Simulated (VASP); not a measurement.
# TiO2 (I4/m) in VASP: further runs

The runs below take TiO2 through single point, with r2SCAN.

Everything below comes from runs of VASP 6.6.1. Logs are shortened: lines on timing, memory, paths and dates and some standing lists are left out, and cuts for length are marked.

### 1 The cell of the first run

It takes space group I4/m (No. 87, tetragonal). The conventional cell has a = 8.613 Å, b = 8.613 Å, c = 3.745 Å, α = 90.00°, β = 90.00°, γ = 90.00°. Ti (site symmetry m) has 6 O at 1.79 to 2.22 Å within 2.4 Å. Within 2.7 Å of O (site symmetry m) lie 4 Ti at 1.93 to 2.22 Å and 5 O at 2.61 to 2.63 Å. Within 2.4 Å of O (site symmetry m) lie 2 Ti at 1.79 Å.

### 2 Single point, r2SCAN

Input file POSCAR:

```
TiO2
1.0
   -4.3064853342      4.3064853342      1.8723912514
    4.3064853342     -4.3064853342      1.8723912514
    4.3064853342      4.3064853342     -1.8723912514
Ti O
4 8
Direct
    0.2921941658      0.0014516566      0.2936458224
    0.0014516566      0.7078058342      0.7092574908
    0.9985483434      0.2921941658      0.2907425092
    0.7078058342      0.9985483434      0.7063541776
    0.4996828186      0.1512404180      0.6509232367
    0.1616633874      0.8393125808      0.0009759681
    0.1512404180      0.5003171814      0.6515575994
    0.1606874192      0.1616633874      0.3223508066
    0.8393125808      0.8383366126      0.6776491934
    0.8487595820      0.4996828186      0.3484424006
    0.8383366126      0.1606874192      0.9990240319
    0.5003171814      0.8487595820      0.3490767633
```

Input file INCAR.step1:

```
  PREC = Accurate
  ENCUT = 520
  ISMEAR = 0
  SIGMA = 0.02
  LREAL = False
  LASPH = True
  NELM = 80
  NBANDS = 60
  GGA = PE
  ALGO = Normal
  EDIFF = 1E-4
  LWAVE = True
  LCHARG = False
```

Input file INCAR.step2:

```
  PREC = Accurate
  ENCUT = 520
  EDIFF = 1E-6
  ISMEAR = 0
  SIGMA = 0.02
  LREAL = False
  LASPH = True
  NELM = 80
  ALGO = Normal
  ISIF = 2
  LWAVE = False
  LCHARG = False
  METAGGA = R2SCAN
  LMIXTAU = True
  NBANDS = 60
  ISTART = 1
```

Input file KPOINTS:

```
regular mesh
0
Gamma
  8 8 8
```

Potentials or basis: VASP PAW PBE potentials, release 64 (Ti_sv, O).

Command:

```
$ cat potpaw_PBE.64/Ti_sv/POTCAR potpaw_PBE.64/O/POTCAR > POTCAR
$ cp INCAR.step1 INCAR
$ mpirun -np 1 vasp_std > vasp.out
$ cp INCAR.step2 INCAR
$ mpirun -np 1 vasp_std > vasp.out
```

OUTCAR:

```text
PREC = Accurate
   ENCUT = 520
   EDIFF = 1E-6
   ISMEAR = 0
   LREAL = False
   LASPH = True
   NELM = 80
   ISIF = 2
   METAGGA = R2SCAN
   ISTART = 1

 ion  position               nearest neighbor table
   1  0.292  0.001  0.294-   8 1.79   6 1.79  10 1.93  10 1.93   5 2.20  12 2.22
   2  0.001  0.708  0.709-   6 1.79   9 1.79   5 1.93   5 1.93   7 2.20  10 2.22
   3  0.999  0.292  0.291-  11 1.79   8 1.79  12 1.93  12 1.93  10 2.20   7 2.22
   4  0.708  0.999  0.706-   9 1.79  11 1.79   7 1.93   7 1.93  12 2.20   5 2.22
   5  0.500  0.151  0.651-   2 1.93   2 1.93   1 2.20   4 2.22
   6  0.162  0.839  0.001-   2 1.79   1 1.79
   7  0.151  0.500  0.652-   4 1.93   4 1.93   2 2.20   3 2.22
   8  0.161  0.162  0.322-   1 1.79   3 1.79
   9  0.839  0.838  0.678-   4 1.79   2 1.79
  10  0.849  0.500  0.348-   1 1.93   1 1.93   3 2.20   2 2.22
  11  0.838  0.161  0.999-   3 1.79   4 1.79
  12  0.500  0.849  0.349-   3 1.93   3 1.93   4 2.20   1 2.22

  LATTYP: Found a body centered tetragonal cell.
 ALAT       =     8.6129706684
 C/A-ratio  =     0.4347840771

  Lattice vectors:

 A1 = (  -4.3064853342,   4.3064853342,   1.8723912514)
 A2 = (   4.3064853342,  -4.3064853342,   1.8723912514)
 A3 = (   4.3064853342,   4.3064853342,  -1.8723912514)

Analysis of symmetry for initial positions (statically):
=====================================================================
 Subroutine PRICEL returns:
 Original cell was already a primitive cell.

 Routine SETGRP: Setting up the symmetry group for a
 body centered tetragonal supercell.

 Subroutine GETGRP returns: Found  8 space group operations
 (whereof  8 operations were pure point group operations)
 out of a pool of 16 trial point group operations.

The static configuration has the point symmetry C_4h.

Analysis of symmetry for dynamics (positions and initial velocities):
=====================================================================
 Subroutine PRICEL returns:
 Original cell was already a primitive cell.

 Routine SETGRP: Setting up the symmetry group for a
 body centered tetragonal supercell.

 Subroutine GETGRP returns: Found  8 space group operations
 (whereof  8 operations were pure point group operations)
 out of a pool of 16 trial point group operations.

The dynamic configuration has the point symmetry C_4h.

 Subroutine INISYM returns: Found  8 space group operations
 (whereof  8 operations are pure point group operations),
 and found     1 'primitive' translations

----------------------------------------------------------------------------------------

                                     Primitive cell

  volume of cell :     138.9001

  direct lattice vectors                    reciprocal lattice vectors
    -4.306485334  4.306485334  1.872391251     0.000000000  0.116103960  0.267038206
     4.306485334 -4.306485334  1.872391251     0.116103960  0.000000000  0.267038206
     4.306485334  4.306485334 -1.872391251     0.116103960  0.116103960  0.000000000

  length of vectors
     6.371615248  6.371615248  6.371615248     0.291186423  0.291186423  0.164195795

  position of ions in fractional coordinates (direct lattice)
     0.292194166  0.001451657  0.293645822
     0.001451657  0.707805834  0.709257491
     0.998548343  0.292194166  0.290742509
     0.707805834  0.998548343  0.706354178
     0.499682819  0.151240418  0.650923237
     0.161663387  0.839312581  0.000975968
     0.151240418  0.500317181  0.651557599
     0.160687419  0.161663387  0.322350807
     0.839312581  0.838336613  0.677649193
     0.848759582  0.499682819  0.348442401
     0.838336613  0.160687419  0.999024032
     0.500317181  0.848759582  0.349076763

  ion indices of the primitive-cell ions
   primitive index   ion index
                 1           1
                 2           2
                 3           3
                 4           4
                 5           5
                 6           6
                 7           7
                 8           8
                 9           9
                10          10
                11          11
                12          12

----------------------------------------------------------------------------------------

 KPOINTS: regular mesh

Automatic generation of k-mesh.
 Grid dimensions read from file:
 generate k-points for:    8    8    8

 Generating k-lattice:

  Cartesian coordinates                     Fractional coordinates (reciprocal lattice)
     0.000000000  0.014512995  0.033379776     0.125000000 -0.000000000  0.000000000
     0.014512995  0.000000000  0.033379776    -0.000000000  0.125000000  0.000000000
     0.014512995  0.014512995  0.000000000     0.000000000  0.000000000  0.125000000

  Length of vectors
     0.036398303  0.036398303  0.020524474

  Shift w.r.t. Gamma in fractional coordinates (k-lattice)
     0.000000000  0.000000000  0.000000000

 Subroutine IBZKPT returns following result:
 ===========================================

 Found     78 irreducible k-points:

 Following reciprocal coordinates:
            Coordinates               Weight
  0.000000  0.000000  0.000000      1.000000
  0.125000  0.000000 -0.000000      8.000000
  0.250000  0.000000 -0.000000      8.000000
  0.375000  0.000000 -0.000000      8.000000
  0.500000  0.000000 -0.000000      4.000000
  0.125000  0.125000 -0.000000      8.000000
[... 16 lines left out ...]
 -0.375000  0.250000 -0.000000      8.000000
 -0.250000  0.375000  0.000000      8.000000
 [... further k-points ...]
   k-points           NKPTS =     78   k-points in BZ     NKDIM =     78   number of bands    NBANDS=     60
   number of dos      NEDOS =    301   number of ions     NIONS =     12
   total plane-waves  NPLWV = 110592
   dimension x,y,z NGX =    48 NGY =   48 NGZ =   48
   dimension x,y,z NGXF=    96 NGYF=   96 NGZF=   96
   ions per type =               4   8
   NGX,Y,Z   is equivalent  to a cutoff of  12.52, 12.52, 12.52 a.u.
   NGXF,Y,Z  is equivalent  to a cutoff of  25.05, 25.05, 25.05 a.u.
 SYSTEM =  unknown system
   PREC   = accura    normal or accurate (medium, high low for compatibility)
   ISTART =      1    job   : 0-new  1-cont  2-samecut
   ICHARG =      0    charge: 1-file 2-atom 10-const
   ISPIN  =      1    spin polarized calculation?
   LNONCOLLINEAR =      F non collinear calculations
   LSORBIT =      F    spin-orbit coupling
   LASPH  =      T    aspherical Exc in radial PAW
   ENCUT  =  520.0 eV  38.22 Ry    6.18 a.u.  11.85 11.85 11.85*2*pi/ulx,y,z
   NELM   =     80;   NELMIN=  2; NELMDL=  0     # of ELM steps
   EDIFF  = 0.1E-05   stopping-criterion for ELM
   LREAL  =      F    real-space projection
   EDIFFG = 0.1E-04   stopping-criterion for IOM
   NSW    =      0    number of steps for IOM
   IBRION =     -1    ionic relax: 0-MD 1-quasi-New 2-CG
   NFREE  =      0    steps in history (QN), initial steepest desc. (CG)
   ISIF   =      2    stress and relaxation
   ISYM   =      2    0-nonsym 1-usesym 2-fastsym
   POTIM  = 0.5000    time-step for ionic-motion
   TEBEG  =    0.0;   TEEND  =   0.0 temperature during run
   PSTRESS=    0.0 pullay stress
   NELECT =      96.0000    total number of electrons
   NUPDOWN=      -1.0000    fix difference up-down
   EMIN   =  10.00;   EMAX   =-10.00  energy-range for DOS
   EFERMI =   0.00;   METHOD = LEGACY
   ISMEAR =     0;   SIGMA  =   0.02  broadening in eV -4-tet -1-fermi 0-gaus
   EFERMI_NEDOS =   21; number of points for ismear=-14 and -15
   IALGO  =     38    algorithm
   IMIX   =      4    mixing-type and parameters
     AMIX     =   0.40;   BMIX     =  1.00
     AMIX_MAG =   1.60;   BMIX_MAG =  1.00
  volume/ion in A,a.u.               =      11.58        78.11
  Fermi-wavevector in a.u.,A,eV,Ry     =   1.447431  2.735247 28.504956  2.095055
  Thomas-Fermi vector in A             =   2.565386
   LORBIT       =      0    0 simple, 1 ext, 2 COOP (PROOUT), +10 PAW based schemes
   METAGGA = R2SCAN    functional components
   LHFCALC =     F    Hartree Fock is set to
   AEXX    =    0.0000 exact exchange contribution
   IVDW    =     0    specifies the selected vdW correction
   LEPSILON=     F    determine dielectric tensor
   LRPA    =     F    only Hartree local field effects (RPA)
 non-spin polarized calculation
 Gauss-broadening in eV      SIGMA  =   0.02
  energy-cutoff  :      520.00
  volume of cell :      138.90
 maximum number of plane-waves:      3780
   NGX = 23   NGY = 23   NGZ = 23

 number of electron      96.0000010 magnetization

 Free energy of the ion-electron system (eV)
  ---------------------------------------------------
  ext. energy  EPLUGINS =         0.00000000
  ---------------------------------------------------
  free energy    TOTEN  =      -139.06211516 eV

  energy without entropy =     -139.06211516  energy(sigma->0) =     -139.06211516

 E-fermi :   3.1016     XC(G=0): -11.2696

 val. band max:        2.9720200194   @ k =   0.5000   0.5000   0.5000
 cond. band min:       5.0400683697   @ k =   0.0000   0.0000   0.0000
 fundamental gap:      2.0680483503
 Fermi energy:         3.1016150205

 k-point     1 :       0.0000    0.0000    0.0000
  band No.  band energies     occupation
      1     -55.4837      2.00000
      2     -55.4610      2.00000
      3     -55.4610      2.00000
      4     -55.4419      2.00000
      5     -30.9091      2.00000
      6     -30.8872      2.00000
[... 52 lines left out ...]
     59       8.2484      0.00000
     60       8.3297      0.00000

 k-point     2 :       0.1250    0.0000   -0.0000
  band No.  band energies     occupation
      1     -55.4817      2.00000
      2     -55.4606      2.00000
      3     -55.4606      2.00000
      4     -55.4430      2.00000
      5     -30.9020      2.00000
      6     -30.8858      2.00000
[... 1375 lines left out ...]
     59       8.0091      0.00000
     60       8.2151      0.00000

 k-point    24 :      -0.2500    0.3750    0.0000
  band No.  band energies     occupation
      1     -55.4797      2.00000
      2     -55.4626      2.00000
      3     -55.4587      2.00000
      4     -55.4450      2.00000
      5     -30.8916      2.00000
      6     -30.8778      2.00000
[... 52 lines left out ...]
     59       8.0096      0.00000
     60       8.2161      0.00000

 [... further k-points ...]
[... 5 lines left out ...]
  --------------------------------------------------------------------------------------
  -------------------------------------------------------------------------------------
  Total        5.3799603      5.3799603      5.3353125      0.0000066     -0.0000000      0.0000000
  in kB       62.0564771     62.0564771     61.5414761      0.0000766     -0.0000000      0.0000000
  external PRESSURE =      61.8848101 kB  Pullay stress =       0.0000000 kB

 VOLUME and BASIS-vectors are now :
 -----------------------------------------------------------------------------
  energy-cutoff  :      520.00
  volume of cell :      138.90
      direct lattice vectors                 reciprocal lattice vectors
    -4.306485334  4.306485334  1.872391251     0.000000000  0.116103960  0.267038206
     4.306485334 -4.306485334  1.872391251     0.116103960  0.000000000  0.267038206
     4.306485334  4.306485334 -1.872391251     0.116103960  0.116103960  0.000000000

 POSITION                                       TOTAL-FORCE (eV/Angst)
 -----------------------------------------------------------------------------------
      0.01250      2.51666     -0.00000        -0.007280      0.141403      0.000000
      6.09631      0.01250     -0.00000        -0.141403     -0.007280     -0.000000
     -1.78983      4.29398      1.87239         0.141403      0.007280      0.000000
      4.29398      1.78983      1.87239         0.007280     -0.141403      0.000000
      1.30263      4.30375     -0.00000        -0.015503      0.001909      0.000000
      2.92249     -2.91408      1.87239        -0.003366      0.016650      0.000000
      4.30922      1.30263      0.00000        -0.001909     -0.015503     -0.000000
      1.39240      1.38400      0.00000         0.016650      0.003366      0.000000
      2.91408      2.92249      1.87239        -0.016650     -0.003366      0.000000
     -0.00273      3.00386      1.87239         0.001909      0.015503      0.000000
      1.38400      7.22057     -0.00000         0.003366     -0.016650     -0.000000
      3.00386      0.00273      1.87239         0.015503     -0.001909     -0.000000
 -----------------------------------------------------------------------------------
    total drift:                               -0.000000     -0.000000      0.000000

  FREE ENERGIE OF THE ION-ELECTRON SYSTEM (eV)
  ---------------------------------------------------
  free  energy   TOTEN  =      -139.0621151559 eV

  energy  without entropy=     -139.0621151559  energy(sigma->0) =     -139.06211516
```

Run time: 1.7 h. Hardware: 1 thread of Oxide Virtual Turin-like, shared host; peak memory 0.63 GiB.

Results:

```yaml
Free_energy: -139.0621 eV
Pressure: 6.2 GPa
Largest_force: 0.142 eV/Å
Band_gap_on_the_k_mesh: 2.07 eV (least direct gap 2.82 eV)
```

Forces on the atoms (eV/Å):
```
Ti  -0.007  0.141  0.000
Ti  -0.141 -0.007  0.000
Ti   0.141  0.007  0.000
Ti   0.007 -0.141  0.000
O   -0.016  0.002  0.000
O   -0.003  0.017  0.000
O   -0.002 -0.016  0.000
O    0.017  0.003  0.000
O   -0.017 -0.003  0.000
O    0.002  0.016  0.000
O    0.003 -0.017  0.000
O    0.016 -0.002  0.000
```

Caveat: the cell stands under pressure; the PAW data sets were made with another functional, which shifts forces and pressure a little.

### 3 Single point, r2SCAN

This run uses another cell than the first one, of 11.86 Å³/atom.

Input file POSCAR:

```
TiO2
1.0
   -4.3489027766      4.3489027766      1.8808798339
    4.3489027766     -4.3489027766      1.8808798339
    4.3489027766      4.3489027766     -1.8808798339
Ti O
4 8
Direct
    0.2911432255      0.0012985150      0.2924417406
    0.0012985150      0.7088567745      0.7101552895
    0.9987014850      0.2911432255      0.2898447105
    0.7088567745      0.9987014850      0.7075582594
    0.4994795341      0.1511885830      0.6506681170
    0.1605345299      0.8402093603      0.0007438902
    0.1511885830      0.5005204659      0.6517090489
    0.1597906397      0.1605345299      0.3203251696
    0.8402093603      0.8394654701      0.6796748304
    0.8488114170      0.4994795341      0.3482909511
    0.8394654701      0.1597906397      0.9992561098
    0.5005204659      0.8488114170      0.3493318830
```

Input file INCAR.step1:

```
PREC = Accurate
ENCUT = 520
ISMEAR = 0
SIGMA = 0.02
LREAL = F
LASPH = T
NELM = 100
NBANDS = 60
GGA = PE
ALGO = Normal
EDIFF = 1E-4
LWAVE = T
LCHARG = F
KPAR = 4
```

Input file INCAR.step2:

```
PREC = Accurate
ENCUT = 520
EDIFF = 1E-6
ISMEAR = 0
SIGMA = 0.02
LREAL = F
LASPH = T
NELM = 100
ALGO = Normal
ISIF = 2
LWAVE = F
LCHARG = T
METAGGA = R2SCAN
LMIXTAU = T
LVHAR = T
NBANDS = 60
ISTART = 1
KPAR = 4
```

Input file KPOINTS:

```
Automatic mesh
0
Gamma
  8 8 8
```

Potentials or basis: VASP PAW PBE potentials, release 64 (Ti_sv, O).

Command:

```
$ cat potpaw_PBE.64/Ti_sv/POTCAR potpaw_PBE.64/O/POTCAR > POTCAR
$ cp INCAR.step1 INCAR
$ mpirun -np 4 vasp_std > vasp.out
$ cp INCAR.step2 INCAR
$ mpirun -np 4 vasp_std > vasp.out
```

Wall time 15 min (4 MPI ranks of Oxide Virtual Turin-like, shared host); peak memory 0.67 GiB.

The run converged. Its results:

* Free energy: -139.1385 eV
* Pressure: 1.1 GPa
* Largest force: 0.142 eV/Å
* Band gap on the k mesh: 2.10 eV (least direct gap 2.80 eV)

Forces on the atoms (eV/Å):
```
Ti  -0.005  0.142  0.000
Ti  -0.142 -0.005  0.000
Ti   0.142  0.005  0.000
Ti   0.005 -0.142  0.000
O   -0.016  0.001  0.000
O   -0.006  0.016  0.000
O   -0.001 -0.016  0.000
O    0.016  0.006  0.000
O   -0.016 -0.006  0.000
O    0.001  0.016  0.000
O    0.006 -0.016  0.000
O    0.016 -0.001  0.000
```

Levels at points of the mesh, in eV from the valence-band top:
```
           k point  band 44  band 45  band 46  band 47  band 48  band 49  band 50  band 51  band 52  band 53
(0.00, 0.00, 0.00)    -1.15    -0.96    -0.96    -0.92    -0.71     2.10     3.50     3.50     3.50     3.86
(0.50, 0.00, 0.00)    -1.05    -0.81    -0.73    -0.67    -0.36     3.28     3.63     3.71     3.76     4.00
(0.50, 0.50, 0.00)    -1.29    -1.18    -0.95    -0.95    -0.67     2.77     2.99     3.20     3.77     4.08
(0.50, 0.50, 0.50)    -1.37    -1.26    -1.15    -1.15     0.00     3.34     3.34     3.37     3.55     3.95
```

Caveat: the PAW data sets were made with another functional, which shifts forces and pressure a little. A k mesh can miss the band edges.
